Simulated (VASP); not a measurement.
# B (C2/m) in VASP: a series of runs, part 2 of 2

VASP 6.6.1.

## 4. Single point, LDA (shortest bond scaled by 0.64)

File INCAR:

```
SYSTEM = B
PREC     = Accurate       ! precision mode
ENCUT    = 520            ! plane-wave cutoff, eV
EDIFF    = 1E-7           ! SCF threshold, eV
ISMEAR   = -1             ! smearing method
SIGMA    = 0.05           ! smearing width, eV
LREAL    = .False.        ! projectors in reciprocal space
LASPH    = .True.         ! aspherical terms in the spheres
NELM     = 80             ! most SCF steps
ALGO     = Normal         ! electronic algorithm
ISIF     = 2              ! what is computed and relaxed
LWAVE    = .False.        ! write WAVECAR
LCHARG   = .True.         ! write CHGCAR
GGA      = CA             ! functional
LELF     = .True.         ! ELF
LVHAR    = .True.       
NBANDS   = 10             ! bands
```

File KPOINTS:

```
Automatic mesh
0
Gamma
  16 16 9
  0 0 0
```

File POSCAR:

```
B
1.0
    2.1003865828      0.0000000000      0.0000000000
   -1.0501932914      1.8189881384      0.0000000000
    0.0000000000      0.0000000000      3.4026262641
B
2
Direct
    0.2133333333      0.6066666667      0.1600000000
    0.7866666667      0.3933333333      0.8400000000
```

Potentials or basis: VASP PAW LDA potentials, release 64 (B).

The run is started by

```bash
$ cat potpaw_LDA.64/B/POTCAR > POTCAR
$ mpirun -np 1 vasp_std > vasp.out
```

OUTCAR:

```text
SYSTEM = B
   PREC = Accurate
   ENCUT = 520
   EDIFF = 1E-7
   ISMEAR = -1
   LREAL = .False.
   LASPH = .True.
   NELM = 80
   ISIF = 2
   GGA = CA

 ion  position               nearest neighbor table
   1  0.213  0.607  0.160-   2 1.34   2 1.84   2 1.84
   2  0.787  0.393  0.840-   1 1.34   1 1.84   1 1.84

  LATTYP: Found a hexagonal cell.
 ALAT       =     2.1003865828
 C/A-ratio  =     1.6200000000

  Lattice vectors:

 A1 = (   2.1003865828,   0.0000000000,   0.0000000000)
 A2 = (  -1.0501932914,   1.8189881384,   0.0000000000)
[... 488 lines left out ...]
      6      19.7108      0.00000
      7      21.1542      0.00000
      8      28.7590      0.00000
      9      33.1416      0.00000
     10      33.3193      0.00000

 [... further k-points ...]
[... 5 lines left out ...]
  --------------------------------------------------------------------------------------
  -------------------------------------------------------------------------------------
  Total        2.9679182      2.1516300      9.7289593      0.7069263      4.1215231      7.1386874
  in kB      365.7793242    265.1763646   1199.0398506     87.1247187    507.9546778    879.8033122
  external PRESSURE =     609.9985132 kB  Pullay stress =       0.0000000 kB

 VOLUME and BASIS-vectors are now :
 -----------------------------------------------------------------------------
  energy-cutoff  :      520.00
  volume of cell :       13.00
      direct lattice vectors                 reciprocal lattice vectors
     2.100386583  0.000000000  0.000000000     0.476102832  0.274878098  0.000000000
    -1.050193291  1.818988138  0.000000000     0.000000000  0.549756196  0.000000000
     0.000000000  0.000000000  3.402626264     0.000000000  0.000000000  0.293890637

 POSITION                                       TOTAL-FORCE (eV/Angst)
 -----------------------------------------------------------------------------------
     -0.18903      1.10352      0.54442         5.473740      3.160266     10.204550
      1.23923      0.71547      2.85821        -5.473740     -3.160266    -10.204550
 -----------------------------------------------------------------------------------
    total drift:                               -0.000000      0.000000      0.000000

  FREE ENERGIE OF THE ION-ELECTRON SYSTEM (eV)
  ---------------------------------------------------
  free  energy   TOTEN  =        -9.8538658028 eV

  energy  without entropy=       -9.8494454718  energy(sigma->0) =       -9.85165564
```

OSZICAR:

```text
N       E                     dE             d eps       ncg     rms          rms(c)
DAV:   1     0.259625090924E+01    0.25963E+01   -0.31161E+03 12564   0.541E+02
DAV:   2    -0.111331032983E+02   -0.13729E+02   -0.13119E+02 16264   0.990E+01
DAV:   3    -0.113354833766E+02   -0.20238E+00   -0.20167E+00 14766   0.939E+00
DAV:   4    -0.113356925607E+02   -0.20918E-03   -0.20917E-03 14074   0.306E-01
DAV:   5    -0.113356926575E+02   -0.96854E-07   -0.96587E-07 14210   0.700E-03    0.624E+00
DAV:   6    -0.100197844394E+02    0.13159E+01   -0.25064E+00 12936   0.698E+00    0.266E+00
DAV:   7    -0.985798976500E+01    0.16179E+00   -0.61305E-01 14010   0.388E+00    0.729E-01
DAV:   8    -0.985407454644E+01    0.39152E-02   -0.19017E-02 13228   0.897E-01    0.184E-01
DAV:   9    -0.985389928763E+01    0.17526E-03   -0.11888E-03 13774   0.190E-01    0.404E-02
DAV:  10    -0.985386564271E+01    0.33645E-04   -0.11409E-04 13566   0.616E-02    0.513E-03
DAV:  11    -0.985386593131E+01   -0.28860E-06   -0.22559E-06 14448   0.105E-02    0.324E-03
DAV:  12    -0.985386580845E+01    0.12286E-06   -0.28997E-07 11788   0.280E-03    0.364E-04
DAV:  13    -0.985386580282E+01    0.56307E-08   -0.25139E-08  6866   0.861E-04
   1 F= -.98538658E+01 E0= -.98516556E+01  d E =-.442033E-02
```

stdout:

```text
POSCAR found type information on POSCAR B
 POSCAR found :  1 types and       2 ions
 scaLAPACK will be used
 LDA part: xc-table for (Slater(with rela. corr.)+CA(PZ))
 , standard interpolation
 POSCAR, INCAR and KPOINTS ok, starting setup
 FFT: planning ... GRIDC
 FFT: planning ... GRID_SOFT
 FFT: planning ... GRID
 WAVECAR not read
 entering main loop
```

Run time: 65 s. Hardware: 1 thread of Intel Xeon 8259CL, shared host; peak memory 0.17 GiB.

What came out:

```
Free energy            : -9.8539 eV
Pressure               : 61.0 GPa
Largest force          : 12.003 eV/Å
Band gap on the k mesh : zero (bands 3 and 4 overlap by 3.81 eV)
```

Forces on the atoms (eV/Å):
```
B     5.474   3.160  10.205
B    -5.474  -3.160 -10.205
```

Levels at points of the mesh, in eV from the Fermi level:
| k point | band 1 | band 2 | band 3 | band 4 | band 5 | band 6 | band 7 | band 8 |
| --- | --- | --- | --- | --- | --- | --- | --- | --- |
| (0.00, 0.00, 0.00) | -18.30 | -6.89 | -5.63 | 9.07 | 11.10 | 13.45 | 14.58 | 23.43 |
| (0.50, 0.00, 0.00) | -10.27 | -10.12 | 0.50 | 2.33 | 3.70 | 6.23 | 8.26 | 14.51 |
| (0.00, 0.50, 0.00) | -10.74 | -8.88 | -0.07 | 2.99 | 3.01 | 5.43 | 9.02 | 9.57 |

Caveat: the cell differs from its parent crystal (shortest bond scaled by 0.64); the cell stands under pressure; forces of over 1 eV/Å act on the atoms, so gaps and moduli don't describe the material at rest.

## 5. Single point, LDA (shortest bond scaled by 0.64, source ansatz)

File INCAR:

```
PREC = Accurate ; ENCUT = 520
EDIFF = 1E-7 ; ISMEAR = -1
SIGMA = 0.05 ; LREAL = False
LASPH = True ; NELM = 100
ALGO = Normal ; ISIF = 2
LWAVE = False ; LCHARG = True
LELF = True ; LVHAR = True
NBANDS = 10
```

File KPOINTS:

```
Automatic mesh
0
Gamma
  16 16 9
```

POSCAR is that of step 4.

The run is started by

```bash
$ cat potpaw_LDA.64/B/POTCAR > POTCAR
$ mpirun -np 1 vasp_std > vasp.out
```

Wall time 62 s (1 thread of Intel Xeon 8259CL, shared host); peak memory 0.17 GiB.

Results (log left out):

```
Free energy            : -9.8539 eV
Pressure               : 61.0 GPa
Largest force          : 12.003 eV/Å
Band gap on the k mesh : zero (bands 3 and 4 overlap by 3.81 eV)
```

Forces on the atoms (eV/Å):
```
B     5.474   3.160  10.205
B    -5.474  -3.160 -10.205
```

Stress tensor (GPa, compression positive):
```
 36.58   8.71  87.98
  8.71  26.52  50.80
 87.98  50.80 119.90
```

Levels at points of the mesh, in eV from the Fermi level:
```tsv
k point	band 1	band 2	band 3	band 4	band 5	band 6	band 7	band 8
(0.00, 0.00, 0.00)	-18.30	-6.89	-5.63	9.07	11.10	13.45	14.58	23.43
(0.50, 0.00, 0.00)	-10.27	-10.12	0.50	2.33	3.70	6.23	8.26	14.51
(0.00, 0.50, 0.00)	-10.74	-8.88	-0.07	2.99	3.01	5.43	9.02	9.57
```

Caveat: the cell differs from its parent crystal (shortest bond scaled by 0.64, source ansatz); the cell stands under pressure; forces of over 1 eV/Å act on the atoms, so gaps and moduli don't describe the material at rest.

## 6. Single point, LDA

File INCAR:

```
SYSTEM = B
  PREC = Accurate
  ENCUT = 520
  EDIFF = 1E-6
  ISMEAR = -1
  SIGMA = 0.05
  LREAL = .False.
  LASPH = .True.
  NELM = 60
  ALGO = Normal
  ISIF = 2
  LWAVE = .False.
  LCHARG = .True.
  LELF = .True.
  LVHAR = .True.
  NBANDS = 10
```

File KPOINTS:

```
regular mesh
0
Gamma
  16 16 9
  0 0 0
```

POSCAR is that of step 5.

Potentials or basis: VASP PAW LDA potentials, release 64 (B).

The run is started by

```bash
$ cat potpaw_LDA.64/B/POTCAR > POTCAR
$ mpirun -np 1 vasp_std > vasp.out
```

Run time: 57 s. Hardware: 1 thread of Intel Xeon 8259CL, shared host; peak memory 0.17 GiB.

It converged, with:

- Free energy: -9.8539 eV
- Pressure: 61.0 GPa
- Largest force: 12.002 eV/Å
- Band gap on the k mesh: zero (bands 3 and 4 overlap by 3.81 eV)

Forces in eV/Å, atoms in the order of the input:
```
B     5.473   3.160  10.203
B    -5.473  -3.160 -10.203
```

Stress tensor (GPa, compression positive):
```
 36.59   8.71  87.96
  8.71  26.54  50.79
 87.96  50.79 119.92
```

Levels at points of the mesh, in eV from the Fermi level:
```csv
k point,band 1,band 2,band 3,band 4,band 5,band 6,band 7,band 8
"(0.00, 0.00, 0.00)",-18.30,-6.89,-5.63,9.07,11.10,13.45,14.58,23.43
"(0.50, 0.00, 0.00)",-10.27,-10.12,0.50,2.33,3.70,6.23,8.26,14.51
"(0.00, 0.50, 0.00)",-10.74,-8.88,-0.07,2.99,3.01,5.43,9.02,9.57
```

Caveat: the cell stands under pressure; forces of over 1 eV/Å act on the atoms, so gaps and moduli don't describe the material at rest.
